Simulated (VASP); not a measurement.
# TiSi16 (a cell with a defect) in VASP: single point with PBE

Aim: the single point of TiSi16 (a cell with a defect) with PBE.

Program: VASP 6.6.1. These are calculated values, not measurements. Logs are shortened: lines on timing, memory, paths and dates and some standing lists are left out, and cuts for length are marked.

## 1. The cell of the first run

The cell holds a defect, 17 atoms: a = 7.679 Å, b = 7.679 Å, c = 7.679 Å, α = 60.00°, β = 60.00°, γ = 60.00°.

## 2. Single point, PBE

Contents of INCAR:

```
SYSTEM = TiSi16
  PREC = Accurate
  ENCUT = 520
  EDIFF = 1E-6
  ISMEAR = -1
  SIGMA = 0.05
  LREAL = Auto
  LASPH = .TRUE.
  NELM = 60
  ALGO = Normal
  ISIF = 2
  LWAVE = .FALSE.
  LCHARG = .FALSE.
  GGA = PE
  NBANDS = 52
```

Contents of KPOINTS:

```
regular mesh
0
G
  2 2 2
  0 0 0
```

Contents of POSCAR:

```
TiSi16
1.0
    0.0000000000      5.4300000000      5.4300000000
    5.4300000000      0.0000000000      5.4300000000
    5.4300000000      5.4300000000      0.0000000000
Si Ti
16 1
Direct
    0.0029869975     -0.0031470324      0.0030892162
    0.1228287963      0.1297534622      0.1233174544
    0.0034986012     -0.0031862038      0.4962052773
    0.1368586084      0.1211243750      0.6208101026
   -0.0007728343      0.5003868339     -0.0002252025
    0.1227993519      0.6239069412      0.1233153821
    0.0033689837      0.5034052169      0.4961995104
    0.1229563875      0.6238578119      0.6291361269
    0.4956968817     -0.0031166987      0.0037678470
    0.6206215976      0.1211356585      0.1370723268
    0.4999511847      0.0000110815      0.5001270296
    0.6209118733      0.1210570005      0.6210628716
    0.4956576944      0.5036073361      0.0036711267
    0.6285759326      0.6238915935      0.1234745145
    0.4958724881      0.5038663953      0.4964469128
    0.6208474663      0.6370320795      0.6210460419
    0.7495285889      0.2502261488      0.7499262617
```

Potentials or basis: VASP PAW PBE potentials, release 64 (Si, Ti_sv).

Started as:

```console
$ cat potpaw_PBE.64/Si/POTCAR potpaw_PBE.64/Ti_sv/POTCAR > POTCAR
$ mpirun -np 1 vasp_std > vasp.out
```

OUTCAR:

```text
SYSTEM = TiSi16
   PREC = Accurate
   ENCUT = 520
   EDIFF = 1E-6
   ISMEAR = -1
   LREAL = Auto
   LASPH = .TRUE.
   NELM = 60
   ISIF = 2
   GGA = PE

 ion  position               nearest neighbor table
   1  0.003  0.997  0.003-   6 2.34   2 2.34   4 2.40  10 2.40  17 2.75
   2  0.123  0.130  0.123-   5 2.32   9 2.34   3 2.34   1 2.34
   3  0.003  0.997  0.496-   2 2.34   8 2.34   4 2.40  12 2.40  17 2.75
   4  0.137  0.121  0.621-  11 2.28   3 2.40   7 2.40   1 2.40  17 2.43
   5  0.999  0.500  1.000-   6 2.32   2 2.32   8 2.32  14 2.32
   6  0.123  0.624  0.123-   5 2.32  13 2.34   7 2.34   1 2.34
   7  0.003  0.503  0.496-   6 2.34   8 2.34   4 2.40  16 2.40  17 2.75
   8  0.123  0.624  0.629-   5 2.32  15 2.34   3 2.34   7 2.34
   9  0.496  0.997  0.004-   2 2.34  14 2.34  10 2.40  12 2.40  17 2.75
  10  0.621  0.121  0.137-  11 2.28   1 2.40  13 2.40   9 2.40  17 2.43
  11  0.500  0.000  0.500-  12 2.28  16 2.28  10 2.28   4 2.28
  12  0.621  0.121  0.621-  11 2.28   3 2.40   9 2.40  15 2.40  17 2.42
  13  0.496  0.504  0.004-   6 2.34  14 2.34  10 2.40  16 2.40  17 2.75
  14  0.629  0.624  0.123-   5 2.32  15 2.34   9 2.34  13 2.34
  15  0.496  0.504  0.496-   8 2.34  14 2.34  16 2.40  12 2.40  17 2.75
  16  0.621  0.637  0.621-  11 2.28   7 2.40  13 2.40  15 2.40  17 2.43
  17  0.750  0.250  0.750-  12 2.42  16 2.43  10 2.43   4 2.43   1 2.75   7 2.75  13 2.75   3 2.75
                            15 2.75   9 2.75

  LATTYP: Found a face centered cubic cell.
 ALAT       =    10.8600000000

  Lattice vectors:

 A1 = (   0.0000000000,   5.4300000000,   5.4300000000)
 A2 = (   5.4300000000,   0.0000000000,   5.4300000000)
 A3 = (   5.4300000000,   5.4300000000,   0.0000000000)

Analysis of symmetry for initial positions (statically):
=====================================================================
 Subroutine PRICEL returns:
 Original cell was already a primitive cell.

 Routine SETGRP: Setting up the symmetry group for a
 face centered cubic supercell.

 Subroutine GETGRP returns: Found  1 space group operations
 (whereof  1 operations were pure point group operations)
 out of a pool of 48 trial point group operations.

The static configuration has the point symmetry C_1 .

Analysis of symmetry for dynamics (positions and initial velocities):
=====================================================================
 Subroutine PRICEL returns:
 Original cell was already a primitive cell.

 Routine SETGRP: Setting up the symmetry group for a
 face centered cubic supercell.

 Subroutine GETGRP returns: Found  1 space group operations
[... 123 lines left out ...]
   ISYM   =      2    0-nonsym 1-usesym 2-fastsym
   POTIM  = 0.5000    time-step for ionic-motion
   TEBEG  =    0.0;   TEEND  =   0.0 temperature during run
   PSTRESS=    0.0 pullay stress
   NELECT =      76.0000    total number of electrons
   NUPDOWN=      -1.0000    fix difference up-down
   EMIN   =  10.00;   EMAX   =-10.00  energy-range for DOS
   EFERMI =   0.00;   METHOD = LEGACY
   ISMEAR =    -1;   SIGMA  =   0.05  broadening in eV -4-tet -1-fermi 0-gaus
   EFERMI_NEDOS =   21; number of points for ismear=-14 and -15
   IALGO  =     38    algorithm
   IMIX   =      4    mixing-type and parameters
     AMIX     =   0.40;   BMIX     =  1.00
     AMIX_MAG =   1.60;   BMIX_MAG =  1.00
  volume/ion in A,a.u.               =      18.84       127.11
  Fermi-wavevector in a.u.,A,eV,Ry     =   1.013607  1.915439 13.978610  1.027399
  Thomas-Fermi vector in A             =   2.146786
   LORBIT       =      0    0 simple, 1 ext, 2 COOP (PROOUT), +10 PAW based schemes
   GGA     = PE    functional components
   LHFCALC =     F    Hartree Fock is set to
   AEXX    =    0.0000 exact exchange contribution
   IVDW    =     0    specifies the selected vdW correction
   LEPSILON=     F    determine dielectric tensor
   LRPA    =     F    only Hartree local field effects (RPA)
 non-spin polarized calculation
  energy-cutoff  :      520.00
  volume of cell :      320.21
 maximum number of plane-waves:      8646
 NGX is ok and might be reduce to    60
   NGX = 29   NGY = 29   NGZ = 29

 number of electron      75.9999998 magnetization

 Free energy of the ion-electron system (eV)
  ---------------------------------------------------
  ext. energy  EPLUGINS =         0.00000000
  ---------------------------------------------------
  free energy    TOTEN  =       -92.26347160 eV

  energy without entropy =      -92.16590948  energy(sigma->0) =      -92.21469054

 E-fermi :   6.9250     XC(G=0):  -9.7507

 val. band max:        6.8976032364   @ k =   0.5000   0.0000   0.5000
 cond. band min:       6.9640134002   @ k =   0.0000   0.5000   0.0000
 fundamental gap:      0.0664101638
 Fermi energy:         6.9249625025

 k-point     1 :       0.0000    0.0000    0.0000
  band No.  band energies     occupation
      1     -49.8530      2.00000
      2     -26.2272      2.00000
      3     -26.2271      2.00000
      4     -26.2267      2.00000
      5      -5.7205      2.00000
      6      -3.5170      2.00000
[... 413 lines left out ...]
     49       9.8743      0.00000
     50      10.5405      0.00000
 [bands above 50 left out]

------------------------ aborting loop because EDIFF is reached ----------------------------------------

  FORCE on cell =-STRESS in cart. coord.  units (eV):
  Direction    XX          YY          ZZ          XY          YZ          ZX
  --------------------------------------------------------------------------------------
  -------------------------------------------------------------------------------------
  Total        8.0594582      8.0687663      8.0594347     -0.0037875      0.0016305     -0.0107225
  in kB       40.3261670     40.3727409     40.3260497     -0.0189510      0.0081583     -0.0536510
  external PRESSURE =      40.3416525 kB  Pullay stress =       0.0000000 kB

 VOLUME and BASIS-vectors are now :
 -----------------------------------------------------------------------------
  energy-cutoff  :      520.00
  volume of cell :      320.21
      direct lattice vectors                 reciprocal lattice vectors
     0.000000000  5.430000000  5.430000000    -0.092081031  0.092081031  0.092081031
     5.430000000  0.000000000  5.430000000     0.092081031 -0.092081031  0.092081031
     5.430000000  5.430000000  0.000000000     0.092081031  0.092081031 -0.092081031

 POSITION                                       TOTAL-FORCE (eV/Angst)
 -----------------------------------------------------------------------------------
      5.42969      0.03299      5.42913         0.003058      0.019042     -0.002937
      1.37418      1.33657      1.37152        -0.001720      0.004684     -0.000048
      8.10709      2.71339      5.43170        -0.004560     -0.004364     -0.007688
      4.02870      4.11414      1.40085         0.007987     -0.018817     -0.010629
      8.14588     10.85458      8.14290         0.000511     -0.000037      0.000187
      4.05742      1.33640      4.05462        -0.000243      0.004418      0.002001
[... 9 lines left out ...]
      6.83136      6.74348      6.83029        -0.013077      0.002365     -0.021049
      5.43083      8.14204      5.42867        -0.000626      0.006807      0.003004
 -----------------------------------------------------------------------------------
    total drift:                               -0.002277     -0.006012     -0.002234

  FREE ENERGIE OF THE ION-ELECTRON SYSTEM (eV)
  ---------------------------------------------------
  free  energy   TOTEN  =       -92.2634715998 eV

  energy  without entropy=      -92.1659094780  energy(sigma->0) =      -92.21469054
```

OSZICAR:

```text
N       E                     dE             d eps       ncg     rms          rms(c)
DAV:   1     0.345778593558E+03    0.34578E+03   -0.30888E+04   840   0.126E+03
DAV:   2    -0.581524983054E+02   -0.40393E+03   -0.38528E+03   964   0.248E+02
DAV:   3    -0.927104476399E+02   -0.34558E+02   -0.33668E+02  1224   0.661E+01
DAV:   4    -0.951251107386E+02   -0.24147E+01   -0.23838E+01  1296   0.147E+01
DAV:   5    -0.951786402177E+02   -0.53529E-01   -0.53288E-01  1080   0.205E+00    0.187E+01
DAV:   6    -0.944108402401E+02    0.76780E+00   -0.16194E+01  1164   0.192E+01    0.146E+01
DAV:   7    -0.930366315095E+02    0.13742E+01   -0.20629E+01  1140   0.226E+01    0.943E+00
DAV:   8    -0.923375134650E+02    0.69912E+00   -0.14395E+00  1016   0.558E+00    0.275E+00
DAV:   9    -0.922590436983E+02    0.78470E-01   -0.43941E-01  1264   0.270E+00    0.525E-01
DAV:  10    -0.922616701809E+02   -0.26265E-02   -0.18561E-02  1048   0.500E-01    0.371E-01
DAV:  11    -0.922634473576E+02   -0.17772E-02   -0.33684E-03  1000   0.242E-01    0.184E-01
DAV:  12    -0.922634276853E+02    0.19672E-04   -0.10202E-03  1072   0.160E-01    0.444E-02
DAV:  13    -0.922634686023E+02   -0.40917E-04   -0.10861E-04  1000   0.438E-02    0.161E-02
DAV:  14    -0.922634704450E+02   -0.18427E-05   -0.16555E-05  1000   0.178E-02    0.623E-03
DAV:  15    -0.922634720584E+02   -0.16134E-05   -0.25964E-06   880   0.702E-03    0.321E-03
DAV:  16    -0.922634715998E+02    0.45856E-06   -0.15983E-07   528   0.180E-03
   1 F= -.92263472E+02 E0= -.92214691E+02  d E =-.975621E-01
```

Wall time 5.4 min (1 thread of Intel Xeon Platinum 8259CL at 2.50GHz (Skylake/Cascade Lake), shared host); peak memory 0.5 GiB.

Results:

```
Free energy            : -92.2635 eV
Pressure               : 4.0 GPa
Largest force          : 0.028 eV/Å
Band gap on the k mesh : zero (band 38 reaches 6.97 eV, above the bottom of band 39 at 6.53 eV)
```

Forces in eV/Å, atoms in the order of the input:
```
Si   0.003  0.019 -0.003
Si  -0.002  0.005  0.000
Si  -0.005 -0.004 -0.008
Si   0.008 -0.019 -0.011
Si   0.001  0.000  0.000
Si   0.000  0.004  0.002
Si   0.008 -0.002  0.008
Si  -0.004  0.000  0.004
Si  -0.008  0.001  0.003
Si  -0.009 -0.025  0.007
Si  -0.001  0.000  0.000
Si   0.020  0.003  0.011
Si   0.000  0.002  0.008
Si   0.006 -0.003 -0.005
Si  -0.003  0.011  0.001
Si  -0.013  0.002 -0.021
Ti  -0.001  0.007  0.003
```

Caveat: the k points lie up to 0.50 Å⁻¹ apart.
